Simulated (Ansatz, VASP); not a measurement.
## One calculation of Hg, two programs

Contents of INCAR:

```
PREC = Accurate ; ENCUT = 520
EDIFF = 1E-7 ; ISMEAR = -1
SIGMA = 0.1 ; LREAL = False
LASPH = True ; NELM = 100
ALGO = Normal ; ISIF = 2
LWAVE = False ; LCHARG = True
GGA = PE ; LELF = True
LVHAR = True ; NBANDS = 12
```

File KPOINTS:

```
Automatic mesh
0
Gamma
  19 19 19
```

File POSCAR:

```
Hg
1.0
   -1.9370000195      1.9370000195      1.9370000195
    1.9370000195     -1.9370000195      1.9370000195
    1.9370000195      1.9370000195     -1.9370000195
Hg
1
Direct
    0.0000000000      0.0000000000      0.0000000000
```

Input for Ansatz:

```yaml
crystal:
  lattice:
    - [-1.9370000195, 1.9370000195, 1.9370000195]
    - [1.9370000195, -1.9370000195, 1.9370000195]
    - [1.9370000195, 1.9370000195, -1.9370000195]
  atoms:
    - { symbol: Hg, position: [0.0, 0.0, 0.0] }
hamiltonian:
  xc: pbe
  pseudopotentials:
    kind: paw
    azcp:
      Hg: "pseudopotentials/Hg.paw.azcp"
basis:
  ecutwfc: 420
  fft_grid_basis: typed
kpoints:
  mp_grid: { grid: [19, 19, 19], shift: [0, 0, 0] }
magnetization:
  spin_polarized: false
scf:
  occupations: { method: fermi_dirac, width: 0.1 }
output:
  stress: true
```

Alike in both runs: task single point; functional PBE; k mesh 19 × 19 × 19; occupations fermi-dirac, width 0.1 eV; no spin polarisation.

|  | VASP | Ansatz |
| --- | --- | --- |
| version | VASP 6.6.1 | Ansatz 0.2.0 |
| potentials or method | VASP PAW PBE potentials, release 64 (Hg), cutoff 520 eV | plane waves (420 eV) with PAW, scalar-relativistic |
| valence electrons in the cell | 12 | 20 |

|  | VASP | Ansatz | Ansatz less VASP |
| --- | --- | --- | --- |
| pressure (GPa) | 0.1 | 0.0 | -0.08 |

VASP's potentials hold 12 valence electrons a cell and Ansatz's 20, so a difference there can come from the potentials and not from the codes.

Neither program's run includes spin-orbit coupling.
